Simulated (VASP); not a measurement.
# BN (P6_3/mmc) in VASP: a series of runs, part 2 of 2

VASP 6.6.1. Earlier steps stand in the parts before.

## (4) Elastic constants, PBEsol

The input, INCAR:

```
SYSTEM = BN
  ALGO = Normal
  EDIFF = 1E-8
  ENCUT = 600
  GGA = PS
  IBRION = 6
  ISIF = 3
  ISMEAR = 0
  LASPH = .True.
  LCHARG = .True.
  LREAL = .False.
  LWAVE = .False.
  NELM = 80
  NFREE = 2
  NSW = 1
  POTIM = 0.015
  PREC = Accurate
  SIGMA = 0.01
```

The input, KPOINTS:

```
k-points
0
Gamma
  12 12 4
  0 0 0
```

The input, POSCAR:

```
BN
1.0
    2.5043123440      0.0000000000      0.0000000000
   -1.2521561720      2.1687981090      0.0000000000
    0.0000000000      0.0000000000      7.0328502833
B N
2 2
Direct
    0.3333333333      0.6666666667      0.2500000000
    0.6666666667      0.3333333333      0.7500000000
    0.3333333333      0.6666666667      0.7500000000
    0.6666666667      0.3333333333      0.2500000000
```

Potentials or basis: VASP PAW PBE potentials, release 64 (B, N).

Started as:

```sh
$ cat potpaw_PBE.64/B/POTCAR potpaw_PBE.64/N/POTCAR > POTCAR
$ mpirun -np 1 vasp_std > vasp.out
```

OUTCAR:

```text
SYSTEM = BN
   EDIFF = 1E-8
   ENCUT = 600
   GGA = PS
   IBRION = 6
   ISIF = 3
   ISMEAR = 0
   LASPH = .True.
   LREAL = .False.
   NELM = 80
   NFREE = 2
   NSW = 1
   POTIM = 0.015
   PREC = Accurate

 ion  position               nearest neighbor table
   1  0.333  0.667  0.250-   4 1.45   4 1.45   4 1.45
   2  0.667  0.333  0.750-   3 1.45   3 1.45   3 1.45
   3  0.333  0.667  0.750-   2 1.45   2 1.45   2 1.45
   4  0.667  0.333  0.250-   1 1.45   1 1.45   1 1.45

  LATTYP: Found a hexagonal cell.
 ALAT       =     2.5043123440
 C/A-ratio  =     2.8082959780

  Lattice vectors:

 A1 = (   2.5043123440,   0.0000000000,   0.0000000000)
 A2 = (  -1.2521561720,   2.1687981090,   0.0000000000)
 A3 = (   0.0000000000,   0.0000000000,   7.0328502833)

Analysis of symmetry for initial positions (statically):
=====================================================================
 Subroutine PRICEL returns:
 Original cell was already a primitive cell.

 Routine SETGRP: Setting up the symmetry group for a
 hexagonal supercell.

 Subroutine GETGRP returns: Found 24 space group operations
 (whereof 12 operations were pure point group operations)
 out of a pool of 24 trial point group operations.

The static configuration has the point symmetry D_3d.
 The point group associated with its full space group is D_6h.
[... 757 lines left out ...]
     10      11.2363      0.00000
     11      13.2632      0.00000
     12      13.2668      0.00000
[... 376 lines left out ...]
  FREE ENERGIE OF THE ION-ELECTRON SYSTEM (eV)
  ---------------------------------------------------
  free  energy   TOTEN  =       -36.5762598815 eV

  energy  without entropy=      -36.5762598815  energy(sigma->0) =      -36.57625988

 INTERNAL STRAIN TENSORS FROM STRAINED CELLS
 ============================================

 INTERNAL STRAIN TENSOR FOR ION    1 for displacements in x,y,z  (eV/Angst):
          X           Y           Z          XY          YZ          ZX
  --------------------------------------------------------------------------------
  x     0.00000     0.00000    -0.00000   -13.03057     0.00000     0.00000
  y   -13.07306    13.12325     0.00000    -0.00010    -0.00001    -0.00003
  z     0.00000    -0.00000     0.00000    -0.00000     0.00169     0.00000

 INTERNAL STRAIN TENSORS FROM DISPLACED ATOMS
 ============================================

 INTERNAL STRAIN TENSOR FOR ION    1 for displacements in x,y,z  (eV/Angst):
          X           Y           Z          XY          YZ          ZX
  --------------------------------------------------------------------------------
  x     0.00000     0.00000     0.00000   -13.05004     0.00000     0.00000
  y   -13.05004    13.05004    -0.00000     0.00000     0.00000     0.00000
  z     0.00000    -0.00000    -0.00000     0.00000    -0.00000     0.00000

 INTERNAL STRAIN TENSOR FOR ION    4 for displacements in x,y,z  (eV/Angst):
          X           Y           Z          XY          YZ          ZX
  --------------------------------------------------------------------------------
  x     0.00000     0.00000     0.00000    13.13665     0.00000     0.00000
  y    13.13665   -13.13665     0.00000     0.00000     0.00000     0.00000
  z     0.00000     0.00000     0.00000     0.00000     0.00000     0.00000

 Eigenvectors and eigenvalues of the dynamical matrix
 ----------------------------------------------------

   1 f  =   40.838883 THz   256.598271 2PiTHz 1362.238513 cm-1   168.895974 meV
             X         Y         Z           dx          dy          dz
     -0.000000  1.445865  1.758213     0.000000    0.531189    0.000000
      1.252156  0.722933  5.274638     0.000000    0.531189    0.000000
     -0.000000  1.445865  5.274638    -0.000000   -0.466731    0.000000
      1.252156  0.722933  1.758213    -0.000000   -0.466731    0.000000
[... 71 lines left out ...]
  12 f/i=    0.002278 THz     0.014313 2PiTHz    0.075984 cm-1     0.009421 meV
             X         Y         Z           dx          dy          dz
     -0.000000  1.445865  1.758213     0.000000   -0.000000   -0.466806
      1.252156  0.722933  5.274638     0.000000   -0.000000   -0.466806
     -0.000000  1.445865  5.274638     0.000000   -0.000000   -0.531123
      1.252156  0.722933  1.758213     0.000000   -0.000000   -0.531123

--------------------------------------------------------------------------------------------------------

 ELASTIC MODULI CONTR FROM IONIC RELAXATION (kBar)
 Direction    XX          YY          ZZ          XY          YZ          ZX
 --------------------------------------------------------------------------------
 XX        -351.3377    351.3377      0.0000      0.0000      0.0000      0.0000
 YY         351.3377   -351.3377     -0.0000     -0.0000     -0.0000      0.0000
 ZZ           0.0000     -0.0000     -0.0000     -0.0000     -0.0000      0.0000
 XY           0.0000     -0.0000     -0.0000   -351.3377      0.0000      0.0000
 YZ           0.0000     -0.0000     -0.0000      0.0000     -0.0000      0.0000
 ZX           0.0000      0.0000      0.0000      0.0000      0.0000      0.0000
 --------------------------------------------------------------------------------

 TOTAL ELASTIC MODULI (kBar)
 Direction    XX          YY          ZZ          XY          YZ          ZX
 --------------------------------------------------------------------------------
 XX        8299.6829   1942.2777      9.7058      0.0000      0.0000     -0.0000
 YY        1942.2777   8299.6829      9.7058     -0.0000     -0.0000      0.0000
 ZZ           9.7058      9.7058     86.2240     -0.0000      0.0000      0.0000
 XY           0.0000     -0.0000     -0.0000   3178.7026      0.0000     -0.0000
 YZ          -0.0000      0.0000      0.0000      0.0000     20.8999      0.0000
 ZX           0.0000      0.0000      0.0000      0.0000      0.0000     20.9014
 --------------------------------------------------------------------------------
```

stdout:

```text
POSCAR found type information on POSCAR B N
 POSCAR found :  2 types and       4 ions
 scaLAPACK will be used
 -----------------------------------------------------------------------------
|                                                                             |
|                                                                             |
|     You enforced a specific xc type in the INCAR file but a different       |
|     I HOPE YOU KNOW WHAT YOU ARE DOING!                                     |
[... 40 lines left out ...]
 Finite differences progress:
 bond charge predicted
 Finite differences progress:
 bond charge predicted
 Finite differences progress:
 bond charge predicted
 Finite differences progress:
 bond charge predicted
 Finite differences progress:
 bond charge predicted
 Finite differences progress:
 bond charge predicted
 Finite differences progress:
```

Wall time 14 min (1 thread of Intel Xeon 8259CL, shared host); peak memory 0.35 GiB.

What came out:

```
Voigt bulk modulus                                      : 229 GPa
Highest phonon frequency at Γ, LO-TO splitting left out : 1362 cm⁻¹
```

Phonon frequencies in cm⁻¹ (negative: imaginary):
```
              q point                                 frequencies
(0.000, 0.000, 0.000)  0 0 0 32 32 64 755 795 1362 1362 1362 1362
```

Elastic tensor in Voigt notation (GPa, in the Cartesian axes of the cell as first typed):
```
830 194   1   0   0   0
194 830   1   0   0   0
  1   1   9   0   0   0
  0   0   0   2   0   0
  0   0   0   0   2   0
  0   0   0   0   0 318
```

Clamped-ion elastic tensor (GPa):
```
865 159   1   0   0   0
159 865   1   0   0   0
  1   1   9   0   0   0
  0   0   0   2   0   0
  0   0   0   0   2   0
  0   0   0   0   0 353
```

Caveat: the PAW data sets were made with another functional, which shifts forces and pressure a little; this functional lacks dispersion, which binds the layers, so the pressure and a relaxed spacing across them are unreliable.
